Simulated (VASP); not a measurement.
# Mg26GaS27 (a cell with a defect) in VASP: single point with PBE

Aim: the single point of Mg26GaS27 (a cell with a defect) with PBE.

Everything below comes from runs of VASP 6.6.1. Logs are shortened: lines on timing, memory, paths and dates and some standing lists are left out, and cuts for length are marked.

## Step 1: The cell of the first run

The cell holds a defect, 54 atoms: a = 11.038 Å, b = 11.038 Å, c = 11.038 Å, α = 60.00°, β = 60.00°, γ = 60.00°.

## Step 2: Single point, PBE

INCAR reads:

```
SYSTEM = Mg26GaS27
PREC = Accurate
ENCUT = 520
EDIFF = 1E-6
ISMEAR = -1
SIGMA = 0.01
LREAL = Auto
LASPH = .True.
NELM = 100
ALGO = Normal
ISIF = 2
LWAVE = .False.
LCHARG = .True.
GGA = PE
LELF = .True.
LVHAR = .True.
NBANDS = 146
NELECT = 226.0
```

KPOINTS reads:

```
regular mesh
0
Gamma
  2 2 2
  0 0 0
```

POSCAR reads:

```
Mg26GaS27
1.0
    0.0000000000      7.8049500000      7.8049500000
    7.8049500000      0.0000000000      7.8049500000
    7.8049500000      7.8049500000      0.0000000000
Ga Mg S
1 26 27
Direct
    0.0000000000      0.0000000000      0.0000000000
    0.0000000000      0.0000000000      0.3353019468
    0.0000000000      0.0000000000      0.6646980532
    0.0000000000      0.3353019468      0.0000000000
    0.0010548243      0.3329817252      0.3329817252
    0.0000000000      0.3353019468      0.6646980532
    0.0000000000      0.6646980532      0.0000000000
    0.0000000000      0.6646980532      0.3353019468
   -0.0010548243      0.6670182748      0.6670182748
    0.3353019468      0.0000000000      0.0000000000
    0.3329817252      0.0010548243      0.3329817252
    0.3353019468      0.0000000000      0.6646980532
    0.3329817252      0.3329817252      0.0010548243
    0.3329817252      0.3329817252      0.3329817252
    0.3352767122      0.3352767122      0.6647232878
    0.3353019468      0.6646980532      0.0000000000
    0.3352767122      0.6647232878      0.3352767122
    0.3352767122      0.6647232878      0.6647232878
    0.6646980532      0.0000000000      0.0000000000
    0.6646980532      0.0000000000      0.3353019468
    0.6670182748     -0.0010548243      0.6670182748
    0.6646980532      0.3353019468      0.0000000000
    0.6647232878      0.3352767122      0.3352767122
    0.6647232878      0.3352767122      0.6647232878
    0.6670182748      0.6670182748     -0.0010548243
    0.6647232878      0.6647232878      0.3352767122
    0.6670182748      0.6670182748      0.6670182748
    0.1664109446      0.1664109446      0.1664109446
    0.1664109446      0.1664109446      0.5007671661
    0.1610163762      0.1610163762      0.8389836238
    0.1664109446      0.5007671661      0.1664109446
    0.1676648736      0.5000000000      0.5000000000
    0.1676648736      0.5000000000      0.8323351264
    0.1610163762      0.8389836238      0.1610163762
    0.1676648736      0.8323351264      0.5000000000
    0.1610163762      0.8389836238      0.8389836238
    0.5007671661      0.1664109446      0.1664109446
    0.5000000000      0.1676648736      0.5000000000
    0.5000000000      0.1676648736      0.8323351264
    0.5000000000      0.5000000000      0.1676648736
    0.5000000000      0.5000000000      0.5000000000
    0.5000000000      0.5000000000      0.8323351264
    0.5000000000      0.8323351264      0.1676648736
    0.5000000000      0.8323351264      0.5000000000
    0.4992328339      0.8335890554      0.8335890554
    0.8389836238      0.1610163762      0.1610163762
    0.8323351264      0.1676648736      0.5000000000
    0.8389836238      0.1610163762      0.8389836238
    0.8323351264      0.5000000000      0.1676648736
    0.8323351264      0.5000000000      0.5000000000
    0.8335890554      0.4992328339      0.8335890554
    0.8389836238      0.8389836238      0.1610163762
    0.8335890554      0.8335890554      0.4992328339
    0.8335890554      0.8335890554      0.8335890554
```

Potentials or basis: VASP PAW PBE potentials, release 64 (Ga_d, Mg, S).

Launch:

```console
$ cat potpaw_PBE.64/Ga_d/POTCAR potpaw_PBE.64/Mg/POTCAR potpaw_PBE.64/S/POTCAR > POTCAR
$ mpirun -np 1 vasp_std > vasp.out
```

OUTCAR:

```text
SYSTEM = Mg26GaS27
   PREC = Accurate
   ENCUT = 520
   EDIFF = 1E-6
   ISMEAR = -1
   LREAL = Auto
   LASPH = .True.
   NELM = 100
   ISIF = 2
   GGA = PE
   NELECT = 226.0

 ion  position               nearest neighbor table
   1  0.000  0.000  0.000-  30 2.51  34 2.51  36 2.51  46 2.51  48 2.51  52 2.51
   2  0.000  0.000  0.335-  35 2.59  47 2.59  53 2.60  28 2.60  34 2.62  46 2.62   3 3.64
   3  0.000  0.000  0.665-  35 2.59  47 2.59  29 2.60  54 2.60  48 2.62  36 2.62   2 3.64
   4  0.000  0.335  0.000-  33 2.59  49 2.59  51 2.60  28 2.60  30 2.62  46 2.62   7 3.64
   5  0.001  0.333  0.333-  28 2.60  29 2.60  31 2.60  47 2.61  49 2.61  50 2.61
   6  0.000  0.335  0.665-  32 2.59  50 2.59  29 2.60  51 2.60  30 2.62  48 2.62   8 3.64
   7  0.000  0.665  0.000-  33 2.59  49 2.59  31 2.60  54 2.60  52 2.62  36 2.62   4 3.64
   8  0.000  0.665  0.335-  32 2.59  50 2.59  31 2.60  53 2.60  52 2.62  34 2.62   6 3.64
   9  0.999  0.667  0.667-  54 2.60  53 2.60  51 2.60  35 2.61  33 2.61  32 2.61
  10  0.335  0.000  0.000-  39 2.59  43 2.59  45 2.60  28 2.60  34 2.62  30 2.62  19 3.64
  11  0.333  0.001  0.333-  28 2.60  29 2.60  37 2.60  35 2.61  43 2.61  44 2.61
  12  0.335  0.000  0.665-  38 2.59  44 2.59  29 2.60  45 2.60  36 2.62  30 2.62  20 3.64
  13  0.333  0.333  0.001-  28 2.60  31 2.60  37 2.60  33 2.61  39 2.61  42 2.61
  14  0.333  0.333  0.333-  31 2.60  37 2.60  29 2.60  40 2.61  38 2.61  32 2.61
  15  0.335  0.335  0.665-  41 2.57  33 2.59  38 2.59  39 2.59  32 2.59  30 2.72  23 3.64  24 3.64
                            17 3.64  18 3.64
  16  0.335  0.665  0.000-  40 2.59  42 2.59  31 2.60  45 2.60  36 2.62  34 2.62  22 3.64
  17  0.335  0.665  0.335-  41 2.57  35 2.59  40 2.59  32 2.59  43 2.59  34 2.72  23 3.64  26 3.64
                            15 3.64  18 3.64
  18  0.335  0.665  0.665-  41 2.57  35 2.59  33 2.59  42 2.59  44 2.59  36 2.72  24 3.64  26 3.64
                            15 3.64  17 3.64
  19  0.665  0.000  0.000-  39 2.59  43 2.59  37 2.60  54 2.60  52 2.62  48 2.62  10 3.64
[... 36 lines left out ...]
  53  0.834  0.834  0.499-   2 2.60   8 2.60  20 2.60  27 2.60  21 2.60   9 2.60
  54  0.834  0.834  0.834-   3 2.60   7 2.60  19 2.60   9 2.60  21 2.60  25 2.60

  LATTYP: Found a face centered cubic cell.
 ALAT       =    15.6099000000

  Lattice vectors:

 A1 = (   0.0000000000,   7.8049500000,   7.8049500000)
 A2 = (   7.8049500000,   0.0000000000,   7.8049500000)
 A3 = (   7.8049500000,   7.8049500000,   0.0000000000)

Analysis of symmetry for initial positions (statically):
=====================================================================
 Subroutine PRICEL returns:
 Original cell was already a primitive cell.

 Routine SETGRP: Setting up the symmetry group for a
 face centered cubic supercell.

 Subroutine GETGRP returns: Found 48 space group operations
 (whereof 48 operations were pure point group operations)
 out of a pool of 48 trial point group operations.

The static configuration has the point symmetry O_h .

Analysis of symmetry for dynamics (positions and initial velocities):
=====================================================================
 Subroutine PRICEL returns:
 Original cell was already a primitive cell.

 Routine SETGRP: Setting up the symmetry group for a
 face centered cubic supercell.

 Subroutine GETGRP returns: Found 48 space group operations
 (whereof 48 operations were pure point group operations)
 out of a pool of 48 trial point group operations.

The dynamic configuration has the point symmetry O_h .

 Subroutine INISYM returns: Found 48 space group operations
 (whereof 48 operations are pure point group operations),
 and found     1 'primitive' translations

----------------------------------------------------------------------------------------

                                     Primitive cell

  volume of cell :     950.9121

  direct lattice vectors                    reciprocal lattice vectors
     0.000000000  7.804950000  7.804950000    -0.064061909  0.064061909  0.064061909
     7.804950000  0.000000000  7.804950000     0.064061909 -0.064061909  0.064061909
     7.804950000  7.804950000  0.000000000     0.064061909  0.064061909 -0.064061909

  length of vectors
    11.037866144 11.037866144 11.037866144     0.110958482  0.110958482  0.110958482

  position of ions in fractional coordinates (direct lattice)
     0.000000000  0.000000000  0.000000000
     0.000000000  0.000000000  0.335301947
     0.000000000  0.000000000  0.664698053
     0.000000000  0.335301947  0.000000000
     0.001054824  0.332981725  0.332981725
     0.000000000  0.335301947  0.664698053
[... 46 lines left out ...]
     0.833589055  0.833589055  0.499232834
     0.833589055  0.833589055  0.833589055

  ion indices of the primitive-cell ions
   primitive index   ion index
                 1           1
                 2           2
                 3           3
                 4           4
                 5           5
                 6           6
[... 46 lines left out ...]
                53          53
                54          54

----------------------------------------------------------------------------------------

 KPOINTS: regular mesh

Automatic generation of k-mesh.
 Grid dimensions read from file:
 generate k-points for:    2    2    2

 Generating k-lattice:

  Cartesian coordinates                     Fractional coordinates (reciprocal lattice)
    -0.032030955  0.032030955  0.032030955     0.500000000  0.000000000  0.000000000
     0.032030955 -0.032030955  0.032030955     0.000000000  0.500000000  0.000000000
     0.032030955  0.032030955 -0.032030955     0.000000000  0.000000000  0.500000000

  Length of vectors
     0.055479241  0.055479241  0.055479241

  Shift w.r.t. Gamma in fractional coordinates (k-lattice)
     0.000000000  0.000000000  0.000000000

 Subroutine IBZKPT returns following result:
 ===========================================

 Found      3 irreducible k-points:

 Following reciprocal coordinates:
            Coordinates               Weight
  0.000000  0.000000  0.000000      1.000000
  0.500000  0.000000  0.000000      4.000000
  0.500000  0.500000  0.000000      3.000000
   k-points           NKPTS =      3   k-points in BZ     NKDIM =      3   number of bands    NBANDS=    146
   number of dos      NEDOS =    301   number of ions     NIONS =     54
   total plane-waves  NPLWV = 592704
   dimension x,y,z NGX =    84 NGY =   84 NGZ =   84
   dimension x,y,z NGXF=   168 NGYF=  168 NGZF=  168
   ions per type =               1  26  27
   NGX,Y,Z   is equivalent  to a cutoff of  12.65, 12.65, 12.65 a.u.
   NGXF,Y,Z  is equivalent  to a cutoff of  25.30, 25.30, 25.30 a.u.
 SYSTEM =  Mg26GaS27
   PREC   = accura    normal or accurate (medium, high low for compatibility)
   ISTART =      0    job   : 0-new  1-cont  2-samecut
   ICHARG =      2    charge: 1-file 2-atom 10-const
   ISPIN  =      1    spin polarized calculation?
   LNONCOLLINEAR =      F non collinear calculations
   LSORBIT =      F    spin-orbit coupling
   LASPH  =      T    aspherical Exc in radial PAW
   ENCUT  =  520.0 eV  38.22 Ry    6.18 a.u.  20.52 20.52 20.52*2*pi/ulx,y,z
   NELM   =    100;   NELMIN=  2; NELMDL= -5     # of ELM steps
   EDIFF  = 0.1E-05   stopping-criterion for ELM
   LREAL  =      T    real-space projection
   EDIFFG = 0.1E-04   stopping-criterion for IOM
   NSW    =      0    number of steps for IOM
   IBRION =     -1    ionic relax: 0-MD 1-quasi-New 2-CG
   NFREE  =      0    steps in history (QN), initial steepest desc. (CG)
   ISIF   =      2    stress and relaxation
   ISYM   =      2    0-nonsym 1-usesym 2-fastsym
   POTIM  = 0.5000    time-step for ionic-motion
   TEBEG  =    0.0;   TEEND  =   0.0 temperature during run
   PSTRESS=    0.0 pullay stress
   NELECT =     226.0000    total number of electrons
   NUPDOWN=      -1.0000    fix difference up-down
   EMIN   =  10.00;   EMAX   =-10.00  energy-range for DOS
   EFERMI =   0.00;   METHOD = LEGACY
   ISMEAR =    -1;   SIGMA  =   0.01  broadening in eV -4-tet -1-fermi 0-gaus
   EFERMI_NEDOS =   21; number of points for ismear=-14 and -15
   IALGO  =     38    algorithm
   IMIX   =      4    mixing-type and parameters
     AMIX     =   0.40;   BMIX     =  1.00
     AMIX_MAG =   1.60;   BMIX_MAG =  1.00
  volume/ion in A,a.u.               =      17.61       118.83
  Fermi-wavevector in a.u.,A,eV,Ry     =   1.014061  1.916298 13.991146  1.028320
  Thomas-Fermi vector in A             =   2.147267
   LORBIT       =      0    0 simple, 1 ext, 2 COOP (PROOUT), +10 PAW based schemes
   GGA     = PE    functional components
   LHFCALC =     F    Hartree Fock is set to
   AEXX    =    0.0000 exact exchange contribution
   IVDW    =     0    specifies the selected vdW correction
   LEPSILON=     F    determine dielectric tensor
   LRPA    =     F    only Hartree local field effects (RPA)
 non-spin polarized calculation
  energy-cutoff  :      520.00
  volume of cell :      950.91
 maximum number of plane-waves:     25605
 NGX is ok and might be reduce to    84
   NGX = 41   NGY = 41   NGZ = 41

 number of electron     226.0000007 magnetization

 Free energy of the ion-electron system (eV)
  ---------------------------------------------------
  ext. energy  EPLUGINS =         0.00000000
  ---------------------------------------------------
  free energy    TOTEN  =      -233.57171023 eV

  energy without entropy =     -233.57171023  energy(sigma->0) =     -233.57171023

 E-fermi :   3.9826     XC(G=0):  -9.7085

 val. band max:        3.7515685685   @ k =   0.0000   0.0000   0.0000
 cond. band min:       5.3500827231   @ k =   0.0000   0.0000   0.0000
 fundamental gap:      1.5985141546
 Fermi energy:         3.9825721881

 k-point     1 :       0.0000    0.0000    0.0000
  band No.  band energies     occupation
      1     -10.6481      2.00000
      2     -10.6481      2.00000
      3     -10.5131      2.00000
      4     -10.5131      2.00000
      5     -10.5131      2.00000
      6      -9.0057      2.00000
[... 373 lines left out ...]
    124       8.8816      0.00000
    125       8.9057      0.00000
 [bands above 125 left out]

------------------------ aborting loop because EDIFF is reached ----------------------------------------

  FORCE on cell =-STRESS in cart. coord.  units (eV):
  Direction    XX          YY          ZZ          XY          YZ          ZX
  --------------------------------------------------------------------------------------
  -------------------------------------------------------------------------------------
  Total       -4.4185771     -4.4185771     -4.4185771     -0.0000000     -0.0000000     -0.0000000
  in kB       -7.4447934     -7.4447934     -7.4447934     -0.0000000     -0.0000000     -0.0000000
  external PRESSURE =      -7.4447934 kB  Pullay stress =       0.0000000 kB

 VOLUME and BASIS-vectors are now :
 -----------------------------------------------------------------------------
  energy-cutoff  :      520.00
  volume of cell :      950.91
      direct lattice vectors                 reciprocal lattice vectors
     0.000000000  7.804950000  7.804950000    -0.064061909  0.064061909  0.064061909
     7.804950000  0.000000000  7.804950000     0.064061909 -0.064061909  0.064061909
     7.804950000  7.804950000  0.000000000     0.064061909  0.064061909 -0.064061909

 POSITION                                       TOTAL-FORCE (eV/Angst)
 -----------------------------------------------------------------------------------
      0.00000      0.00000      0.00000         0.000000      0.000000     -0.000000
      2.61701      2.61701      0.00000        -0.004072     -0.004072     -0.000000
      5.18794      5.18794      0.00000         0.004072      0.004072     -0.000000
      2.61701      0.00000      2.61701        -0.004072      0.000000     -0.004072
      5.19781      2.60714      2.60714         0.000893     -0.000893     -0.000893
      7.80495      5.18794      2.61701         0.000000      0.004072     -0.004072
[... 46 lines left out ...]
     10.40261     10.40261     13.01224        -0.003878     -0.003878      0.003878
     13.01224     13.01224     13.01224         0.003878      0.003878      0.003878
 -----------------------------------------------------------------------------------
    total drift:                               -0.000000      0.000000      0.000000

  FREE ENERGIE OF THE ION-ELECTRON SYSTEM (eV)
  ---------------------------------------------------
  free  energy   TOTEN  =      -233.5717102254 eV

  energy  without entropy=     -233.5717102254  energy(sigma->0) =     -233.57171023
```

Run time: 53 min. Hardware: 1 thread of Intel Xeon 8259CL, shared host; peak memory 1.2 GiB.

Results:

- Free energy: -233.5717 eV
- Largest force: 0.009 eV/Å

Forces on the atoms (eV/Å):
```
Ga   0.000  0.000  0.000
Mg  -0.004 -0.004  0.000
Mg   0.004  0.004  0.000
Mg  -0.004  0.000 -0.004
Mg   0.001 -0.001 -0.001
Mg   0.000  0.004 -0.004
Mg   0.004  0.000  0.004
Mg   0.000 -0.004  0.004
Mg  -0.001  0.001  0.001
Mg   0.000 -0.004 -0.004
Mg  -0.001  0.001 -0.001
Mg   0.004  0.000 -0.004
Mg  -0.001 -0.001  0.001
Mg   0.001  0.001  0.001
Mg   0.000  0.000 -0.009
Mg   0.004 -0.004  0.000
Mg   0.000 -0.009  0.000
Mg   0.009  0.000  0.000
Mg   0.000  0.004  0.004
Mg  -0.004  0.000  0.004
Mg   0.001 -0.001  0.001
Mg  -0.004  0.004  0.000
Mg  -0.009  0.000  0.000
Mg   0.000  0.009  0.000
Mg   0.001  0.001 -0.001
Mg   0.000  0.000  0.009
Mg  -0.001 -0.001 -0.001
S   -0.004 -0.004 -0.004
S    0.004  0.004 -0.004
S    0.000  0.000  0.001
S    0.004 -0.004  0.004
S    0.000 -0.003 -0.003
S    0.003  0.000 -0.003
S    0.000  0.001  0.000
S    0.003 -0.003  0.000
S   -0.001  0.000  0.000
S   -0.004  0.004  0.004
S   -0.003  0.000 -0.003
S    0.000  0.003 -0.003
S   -0.003 -0.003  0.000
S    0.000  0.000  0.000
S    0.003  0.003  0.000
S    0.000 -0.003  0.003
S    0.003  0.000  0.003
S    0.004 -0.004 -0.004
S    0.001  0.000  0.000
S   -0.003  0.003  0.000
S    0.000 -0.001  0.000
S   -0.003  0.000  0.003
S    0.000  0.003  0.003
S   -0.004  0.004 -0.004
S    0.000  0.000 -0.001
S   -0.004 -0.004  0.004
S    0.004  0.004  0.004
```

Caveat: the cell carries a net charge on a neutralising background, which shifts energy and pressure; the cell is charged against a uniform background, so pressure and absolute levels hang on convention.
